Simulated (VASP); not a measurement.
Hf8O17 (a cell with a defect), 25 atoms in the cell. The cell holds a defect, 25 atoms: a = 7.471 Å, b = 6.783 Å, c = 7.335 Å, α = 63.76°, β = 65.72°, γ = 61.72°. 

| Quantity | Value |
| --- | --- |
| Program | VASP 6.6.1 |
| Task | single point |
| Functional | PBE |
| Potentials or basis | VASP PAW PBE potentials, release 64 (Hf_pv, O) |
| Cutoff | 520 eV |
| k mesh | 1 × 1 × 1, shifted |
| Occupations | fermi-dirac, width 0.01 eV |
| Spin | no spin polarisation |
| Dipole correction | no |
| Further INCAR settings | ALGO = Normal; EDIFF = 1e-06; NBANDS = 109 |

Potentials or basis: VASP PAW PBE potentials, release 64 (Hf_pv, O).

The run is started by

```sh
$ cat potpaw_PBE.64/Hf_pv/POTCAR potpaw_PBE.64/O/POTCAR > POTCAR
$ mpirun -np 1 vasp_std > vasp.out
```

Hardware: 1 thread of Intel(R) Xeon(R) Platinum 8488C (Sapphire Rapids) (shared host).

Task: How long does it take, and how much memory?

Result: Wall time 110 s on 1 thread of Intel(R) Xeon(R) Platinum 8488C (Sapphire Rapids), on a shared host, peak memory 0.4 GiB. Counts: scf iterations 16, k points 2.
